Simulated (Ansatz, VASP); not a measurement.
## AsAu3 in VASP and in Ansatz

File INCAR:

```
SYSTEM = AsAu3
PREC = Accurate ; ENCUT = 520
EDIFF = 1E-6 ; ISMEAR = -1
SIGMA = 0.05 ; LREAL = .False.
LASPH = .True. ; NELM = 80
ALGO = Fast ; ISIF = 2
LWAVE = .False. ; LCHARG = .True.
GGA = PE ; LELF = .True.
LVHAR = .True. ; NBANDS = 48
```

File KPOINTS:

```
regular mesh
0
Gamma
  5 5 6
  0 0 0
```

File POSCAR:

```
AsAu3
1.0
    5.9589854558      0.0000000000      0.0000000000
   -2.9794927279      5.1606327855      0.0000000000
    0.0000000000      0.0000000000      4.8089070000
Au As
6 2
Direct
    0.1670120000      0.3347880000      0.2494630000
    0.1694440000      0.8322730000      0.2425180000
    0.6600950000      0.8260460000      0.2539700000
    0.8424690000      0.6644410000      0.7545060000
    0.8302390000      0.1618610000      0.7566910000
    0.3390840000      0.1642690000      0.7503210000
    0.3375670000      0.6687150000      0.7512730000
    0.6701350000      0.3280700000      0.2481340000
```

Contents of input.yaml:

```yaml
crystal:
  lattice:
    - [5.9589854558, 0.0, 0.0]
    - [-2.9794927279, 5.1606327855, 0.0]
    - [0.0, 0.0, 4.808907]
  atoms:
    - { symbol: Au, position: [0.167012, 0.334788, 0.249463] }
    - { symbol: Au, position: [0.169444, 0.832273, 0.242518] }
    - { symbol: Au, position: [0.660095, 0.826046, 0.25397] }
    - { symbol: Au, position: [0.842469, 0.664441, 0.754506] }
    - { symbol: Au, position: [0.830239, 0.161861, 0.756691] }
    - { symbol: Au, position: [0.339084, 0.164269, 0.750321] }
    - { symbol: As, position: [0.337567, 0.668715, 0.751273] }
    - { symbol: As, position: [0.670135, 0.32807, 0.248134] }
hamiltonian:
  xc: pbe
  pseudopotentials: { kind: paw }
kpoints:
  mp_grid: { grid: [5, 5, 6] }
scf:
  occupations: { method: fermi_dirac, width: 0.05 }
output:
  forces: true
  stress: true
  eigenvalues: true
```

Change from the starting cell: atoms moved at random, drawn with an rms of 0.05 Å.

Alike in both runs: task single point; functional PBE; k mesh 5 × 5 × 6; occupations fermi-dirac, width 0.05 eV; no spin polarisation.

|  | VASP | Ansatz |
| --- | --- | --- |
| version | VASP 6.6.1 | Ansatz 0.2.0 |
| potentials or method | VASP PAW PBE potentials, release 64 (Au, As) | Ansatz PAW |
| plane-wave cutoff (eV) | 520 | 420 |
| valence electrons in the cell | 76 | 144 |

|  | VASP | Ansatz | Ansatz less VASP |
| --- | --- | --- | --- |
| gap on the k mesh at the Fermi level (eV) | none | none | - |
| pressure (GPa) | -0.9 | -0.7 | +0.18 |
| traceless stress, the component that is largest in VASP (GPa) | -0.26 | -0.26 | -0.008 |
| rms of the force components (eV/Å) | 0.128 | 0.129 | +0.0006 |

Atom by atom the forces differ by 0.001 eV/Å (rms over components). A gap of «none» marks a metal or a gap that the smearing closes. The functional is the same, so the differences come from potentials, cutoffs and numerics. VASP's potentials hold 76 valence electrons a cell and Ansatz's 144, so a difference there can come from the potentials and not from the codes.

Spin-orbit coupling is off throughout.
